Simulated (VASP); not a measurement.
Here is a VASP 6.6.1 calculation.

Contents of INCAR:

```
SYSTEM = NaCl
  PREC = Accurate
  ENCUT = 600
  EDIFF = 1E-8
  ISMEAR = 0
  SIGMA = 0.01
  LREAL = .False.
  LASPH = .True.
  NELM = 80
  ALGO = Normal
  ISIF = 3
  LWAVE = .False.
  LCHARG = .False.
  GGA = PE
  IBRION = 6
  NFREE = 2
  POTIM = 0.015
  NSW = 1
```

KPOINTS

```
Automatic mesh
0
Gamma
  8 8 8
  0 0 0
```

The input POSCAR:

```
NaCl
1.0
    0.0000000000      3.1272075937      3.1272075937
    3.1272075937      0.0000000000      3.1272075937
    3.1272075937      3.1272075937      0.0000000000
Na Cl
1 1
Direct
    0.7500000000      0.7500000000      0.7500000000
    0.5000000000      0.5000000000      0.5000000000
```

Potentials or basis: VASP PAW PBE potentials, release 64 (Na_pv, Cl).

Command:

```console
$ cat potpaw_PBE.64/Na_pv/POTCAR potpaw_PBE.64/Cl/POTCAR > POTCAR
$ mpirun -np 1 vasp_std > vasp.out
```

(1) Predict the elastic constants C11, C12, C44.

(2) Estimate the Voigt bulk modulus.

(3) What does it give for the highest phonon frequency at Γ, LO-TO splitting left out?

## Answers

(1) 19, 16, 6 GPa.

(2) 17 GPa.

(3) 186 cm⁻¹.
